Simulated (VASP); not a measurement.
AlN, 2 atoms in the cell. It takes space group I-4m2 (No. 119, tetragonal). The conventional cell has a = 3.213 Å, b = 3.213 Å, c = 4.166 Å, α = 90.00°, β = 90.00°, γ = 90.00°. Within 2.5 Å of Al (site symmetry -4m2) lie 4 N at 1.91 Å. N (site symmetry -4m2) has 4 Al at 1.91 Å within 2.5 Å.  This cell differs from its parent crystal: epitaxial xy strain +4.0%.

- Program: VASP 6.6.1
- Task: single point
- Functional: r2SCAN
- Potentials or basis: VASP PAW PBE potentials, release 64 (Al, N)
- Cutoff: 520 eV
- k mesh: 10 × 10 × 10
- Occupations: gaussian, width 0.01 eV
- Spin: no spin polarisation
- Dipole correction: no
- Further INCAR settings: ALGO = Normal; EDIFF = 1e-06; NBANDS = 11

Potentials or basis: VASP PAW PBE potentials, release 64 (Al, N).

The run is started by

```sh
$ cat potpaw_PBE.64/Al/POTCAR potpaw_PBE.64/N/POTCAR > POTCAR
$ cp INCAR.step1 INCAR
$ mpirun -np 1 vasp_std > vasp.out
$ cp INCAR.step2 INCAR
$ mpirun -np 1 vasp_std > vasp.out
```

Hardware: 1 thread of Intel Xeon 8259CL, with other jobs on the host.

How long does it take, and how much memory?

Run time: 88 s on 1 thread of Intel Xeon 8259CL, with other jobs on the host, peak memory 0.15 GiB. Counts: k points 102.
